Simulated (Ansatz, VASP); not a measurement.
# Two plane-wave programs on Ca2Al2O

```
Ca Al O
1.0
     3.76918    0.00000    0.00000
    -1.88459    3.26421    0.00000
     0.00000    0.00000    6.65537
Ca Al O
2 2 1
Direct
  0.33333 0.66667 0.21076
  0.66667 0.33333 0.78924
  0.33333 0.66667 0.87513
  0.66667 0.33333 0.12487
  0.00000 0.00000 0.50000
```

Change from the starting cell: species swapped into the Ce2SeO2 type (P-3m1, No. 164).

Alike in both runs: task single point; functional PBE; k mesh 6 × 6 × 4; occupations gaussian, width 0.1 eV; no spin polarisation.

```csv
,VASP,Ansatz
version,VASP 6.6.1,Ansatz 0.2.0
potentials or method,"VASP PAW PBE potentials, release 64 (Ca_sv, Al, O), cutoff 520 eV","scalar-relativistic, plane waves, PAW"
valence electrons in the cell,32,32
```

```csv
,VASP,Ansatz,Ansatz less VASP
gap on the k mesh at the Fermi level (eV),none,none,-
rms of the force components (eV/Å),4.054,4.042,-0.0123
```

Atom by atom the forces differ by 0.016 eV/Å (rms over components). A gap of «none» marks a metal or a gap that the smearing closes.
